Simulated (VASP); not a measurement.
# Ta2Ga3 (Pm-3m) in VASP: single point with PBE

Aim: the single point of Ta2Ga3 with PBE.

Everything below comes from runs of VASP 6.6.1. Logs are shortened: lines on timing, memory, paths and dates and some standing lists are left out, and cuts for length are marked.

## 1. The cell of the first run

It takes space group Pm-3m (No. 221, cubic). Conventional cell: a = 4.498 Å, b = 4.498 Å, c = 4.498 Å, α = 90.00°, β = 90.00°, γ = 90.00°. Ta (site symmetry m-3m) has 6 Ga at 2.25 Å within 3.0 Å. Ta (site symmetry m-3m) has 12 Ga at 3.18 Å and 8 Ta at 3.90 Å within 4.2 Å. Within 3.0 Å of Ga (site symmetry 4/mmm) lie 2 Ta at 2.25 Å.

## 2. Single point, PBE

Contents of INCAR:

```
PREC = Accurate
ENCUT = 520
EDIFF = 1E-7
ISMEAR = 0
SIGMA = 0.1
LREAL = False
LASPH = True
NELM = 60
ALGO = Normal
ISIF = 2
LWAVE = False
LCHARG = True
GGA = PE
LELF = True
LVHAR = True
NBANDS = 38
```

Contents of KPOINTS:

```
Automatic mesh
0
Gamma
  4 4 4
```

Contents of POSCAR:

```
Ta2Ga3
1.0
    4.4982153400      0.0000000000      0.0000000000
    0.0000000000      4.4982153400      0.0000000000
    0.0000000000      0.0000000000      4.4982153400
Ta Ga
2 3
Direct
    0.0000000000      0.0000000000      0.0000000000
    0.5000000000      0.5000000000      0.5000000000
    0.5000000000      0.0000000000      0.0000000000
    0.0000000000      0.5000000000      0.0000000000
    0.0000000000      0.0000000000      0.5000000000
```

Potentials or basis: VASP PAW PBE potentials, release 64 (Ta_pv, Ga_d).

Command:

```bash
cat potpaw_PBE.64/Ta_pv/POTCAR potpaw_PBE.64/Ga_d/POTCAR > POTCAR
mpirun -np 1 vasp_std > vasp.out
```

OUTCAR:

```text
PREC = Accurate
   ENCUT = 520
   EDIFF = 1E-7
   ISMEAR = 0
   LREAL = False
   LASPH = True
   NELM = 60
   ISIF = 2
   GGA = PE

 ion  position               nearest neighbor table
   1  0.000  0.000  0.000-   3 2.25   4 2.25   5 2.25   5 2.25   4 2.25   3 2.25
   2  0.500  0.500  0.500-   3 3.18   4 3.18   5 3.18   3 3.18   4 3.18   3 3.18   5 3.18   3 3.18
                             4 3.18   5 3.18   4 3.18   5 3.18
   3  0.500  0.000  0.000-   1 2.25   1 2.25   2 3.18   2 3.18   2 3.18   2 3.18
   4  0.000  0.500  0.000-   1 2.25   1 2.25   2 3.18   2 3.18   2 3.18   2 3.18
   5  0.000  0.000  0.500-   1 2.25   1 2.25   2 3.18   2 3.18   2 3.18   2 3.18

  LATTYP: Found a simple cubic cell.
 ALAT       =     4.4982153400

  Lattice vectors:

 A1 = (   4.4982153400,   0.0000000000,   0.0000000000)
 A2 = (   0.0000000000,   4.4982153400,   0.0000000000)
 A3 = (   0.0000000000,   0.0000000000,   4.4982153400)

Analysis of symmetry for initial positions (statically):
=====================================================================
 Subroutine PRICEL returns:
 Original cell was already a primitive cell.

 Routine SETGRP: Setting up the symmetry group for a
 simple cubic supercell.

 Subroutine GETGRP returns: Found 48 space group operations
 (whereof 48 operations were pure point group operations)
 out of a pool of 48 trial point group operations.

The static configuration has the point symmetry O_h .

Analysis of symmetry for dynamics (positions and initial velocities):
=====================================================================
 Subroutine PRICEL returns:
 Original cell was already a primitive cell.

 Routine SETGRP: Setting up the symmetry group for a
 simple cubic supercell.

 Subroutine GETGRP returns: Found 48 space group operations
 (whereof 48 operations were pure point group operations)
 out of a pool of 48 trial point group operations.

The dynamic configuration has the point symmetry O_h .

 Subroutine INISYM returns: Found 48 space group operations
 (whereof 48 operations are pure point group operations),
 and found     1 'primitive' translations

----------------------------------------------------------------------------------------

[... 81 lines left out ...]
   ENCUT  =  520.0 eV  38.22 Ry    6.18 a.u.   8.36  8.36  8.36*2*pi/ulx,y,z
   NELM   =     60;   NELMIN=  2; NELMDL= -5     # of ELM steps
   EDIFF  = 0.1E-06   stopping-criterion for ELM
   LREAL  =      F    real-space projection
   EDIFFG = 0.1E-05   stopping-criterion for IOM
   NSW    =      0    number of steps for IOM
   IBRION =     -1    ionic relax: 0-MD 1-quasi-New 2-CG
   NFREE  =      0    steps in history (QN), initial steepest desc. (CG)
   ISIF   =      2    stress and relaxation
   ISYM   =      2    0-nonsym 1-usesym 2-fastsym
   POTIM  = 0.5000    time-step for ionic-motion
   TEBEG  =    0.0;   TEEND  =   0.0 temperature during run
   PSTRESS=    0.0 pullay stress
   NELECT =      61.0000    total number of electrons
   NUPDOWN=      -1.0000    fix difference up-down
   EMIN   =  10.00;   EMAX   =-10.00  energy-range for DOS
   EFERMI =   0.00;   METHOD = LEGACY
   ISMEAR =     0;   SIGMA  =   0.10  broadening in eV -4-tet -1-fermi 0-gaus
   EFERMI_NEDOS =   21; number of points for ismear=-14 and -15
   IALGO  =     38    algorithm
   IMIX   =      4    mixing-type and parameters
     AMIX     =   0.40;   BMIX     =  1.00
     AMIX_MAG =   1.60;   BMIX_MAG =  1.00
  volume/ion in A,a.u.               =      18.20       122.84
  Fermi-wavevector in a.u.,A,eV,Ry     =   1.432665  2.707344 27.926337  2.052528
  Thomas-Fermi vector in A             =   2.552267
   LORBIT       =      0    0 simple, 1 ext, 2 COOP (PROOUT), +10 PAW based schemes
   GGA     = PE    functional components
   LHFCALC =     F    Hartree Fock is set to
   AEXX    =    0.0000 exact exchange contribution
   IVDW    =     0    specifies the selected vdW correction
   LEPSILON=     F    determine dielectric tensor
   LRPA    =     F    only Hartree local field effects (RPA)
 non-spin polarized calculation
 Gauss-broadening in eV      SIGMA  =   0.10
  energy-cutoff  :      520.00
  volume of cell :       91.02
 maximum number of plane-waves:      2469
 NGX is ok and might be reduce to    36
   NGX = 17   NGY = 17   NGZ = 17

 number of electron      61.0000000 magnetization

 Free energy of the ion-electron system (eV)
  ---------------------------------------------------
  ext. energy  EPLUGINS =         0.00000000
  ---------------------------------------------------
  free energy    TOTEN  =       -24.42436497 eV

  energy without entropy =      -24.37385968  energy(sigma->0) =      -24.39911232

 E-fermi :   5.8170     XC(G=0): -11.6044

 val. band max:        5.8028802434   @ k =   0.2500   0.2500   0.0000
 cond. band min:       5.8272725961   @ k =   0.5000   0.2500   0.2500
 fundamental gap:      0.0243923527
 Fermi energy:         5.8169890619

 k-point     1 :       0.0000    0.0000    0.0000
  band No.  band energies     occupation
      1     -30.0156      2.00000
      2     -30.0156      2.00000
      3     -30.0156      2.00000
      4     -27.9728      2.00000
      5     -27.9728      2.00000
      6     -27.9728      2.00000
[... 399 lines left out ...]
     37       9.3738      0.00000
     38       9.3738      0.00000

------------------------ aborting loop because EDIFF is reached ----------------------------------------

  FORCE on cell =-STRESS in cart. coord.  units (eV):
  Direction    XX          YY          ZZ          XY          YZ          ZX
  --------------------------------------------------------------------------------------
  -------------------------------------------------------------------------------------
  Total       15.3700671     15.3700671     15.3700671     -0.0000000     -0.0000000     -0.0000000
  in kB      270.5612648    270.5612648    270.5612648     -0.0000000     -0.0000000     -0.0000000
  external PRESSURE =     270.5612648 kB  Pullay stress =       0.0000000 kB

 VOLUME and BASIS-vectors are now :
 -----------------------------------------------------------------------------
  energy-cutoff  :      520.00
  volume of cell :       91.02
      direct lattice vectors                 reciprocal lattice vectors
     4.498215340  0.000000000  0.000000000     0.222310389  0.000000000  0.000000000
     0.000000000  4.498215340  0.000000000     0.000000000  0.222310389  0.000000000
     0.000000000  0.000000000  4.498215340     0.000000000  0.000000000  0.222310389

 POSITION                                       TOTAL-FORCE (eV/Angst)
 -----------------------------------------------------------------------------------
      0.00000      0.00000      0.00000         0.000000      0.000000      0.000000
      2.24911      2.24911      2.24911         0.000000      0.000000      0.000000
      2.24911      0.00000      0.00000         0.000000      0.000000      0.000000
      0.00000      2.24911      0.00000         0.000000      0.000000      0.000000
      0.00000      0.00000      2.24911         0.000000      0.000000      0.000000
 -----------------------------------------------------------------------------------
    total drift:                                0.000000      0.000000     -0.000000

  FREE ENERGIE OF THE ION-ELECTRON SYSTEM (eV)
  ---------------------------------------------------
  free  energy   TOTEN  =       -24.4243649662 eV

  energy  without entropy=      -24.3738596770  energy(sigma->0) =      -24.39911232
```

OSZICAR:

```text
N       E                     dE             d eps       ncg     rms          rms(c)
DAV:   1     0.587133918874E+03    0.58713E+03   -0.30477E+04   804   0.268E+03
DAV:   2     0.429365339063E+02   -0.54420E+03   -0.53076E+03   782   0.633E+02
DAV:   3    -0.267748316493E+02   -0.69711E+02   -0.66524E+02   896   0.175E+02
DAV:   4    -0.301973905062E+02   -0.34226E+01   -0.33694E+01   968   0.374E+01
DAV:   5    -0.303151285736E+02   -0.11774E+00   -0.11748E+00   984   0.612E+00    0.228E+01
DAV:   6    -0.291125773992E+02    0.12026E+01   -0.54043E+01   878   0.207E+01    0.158E+01
DAV:   7    -0.250954871582E+02    0.40171E+01   -0.42213E+01   942   0.174E+01    0.125E+01
DAV:   8    -0.247507971305E+02    0.34469E+00   -0.55389E+00   904   0.864E+00    0.415E+00
DAV:   9    -0.244220937282E+02    0.32870E+00   -0.75121E-01   908   0.317E+00    0.827E-01
DAV:  10    -0.244282002098E+02   -0.61065E-02   -0.10032E-01   862   0.150E+00    0.503E-01
DAV:  11    -0.244254921271E+02    0.27081E-02   -0.83303E-03   976   0.454E-01    0.390E-01
DAV:  12    -0.244244778929E+02    0.10142E-02   -0.77428E-03   858   0.377E-01    0.139E-01
DAV:  13    -0.244243732365E+02    0.10466E-03   -0.94096E-04   902   0.190E-01    0.414E-02
DAV:  14    -0.244243687760E+02    0.44605E-05   -0.56081E-05   968   0.402E-02    0.160E-02
DAV:  15    -0.244243662007E+02    0.25753E-05   -0.12745E-05  1028   0.143E-02    0.851E-03
DAV:  16    -0.244243648883E+02    0.13125E-05   -0.18197E-06   840   0.710E-03    0.183E-03
DAV:  17    -0.244243649662E+02   -0.77978E-07   -0.43784E-07   748   0.383E-03
   1 F= -.24424365E+02 E0= -.24399112E+02  d E =-.505053E-01
```

Run time: 72 s. Hardware: 1 thread of AMD EPYC 7R13 (Zen 3), shared host; peak memory 0.18 GiB.

What came out:

```
Free energy : -24.4244 eV
Pressure    : 27.1 GPa
```

Levels at points of the mesh, in eV from the Fermi level:
| k point | band 26 | band 27 | band 28 | band 29 | band 30 | band 31 | band 32 | band 33 | band 34 | band 35 |
| --- | --- | --- | --- | --- | --- | --- | --- | --- | --- | --- |
| (0.00, 0.00, 0.00) | -1.67 | -1.67 | -0.72 | -0.72 | -0.72 | -0.09 | -0.09 | 1.03 | 1.43 | 1.43 |
| (0.50, 0.00, 0.00) | -2.09 | -2.09 | -2.05 | -1.92 | -1.92 | -0.32 | -0.02 | 0.43 | 1.46 | 3.10 |
| (0.50, 0.50, 0.00) | -2.76 | -2.70 | -2.70 | -1.80 | 0.03 | 0.40 | 1.08 | 1.56 | 1.56 | 1.61 |
| (0.50, 0.50, 0.50) | -4.32 | -4.32 | -4.32 | -1.77 | -1.77 | -1.02 | 0.60 | 0.60 | 1.72 | 1.72 |

Caveat: spin-orbit coupling is left out, which moves the levels of the heavy elements.
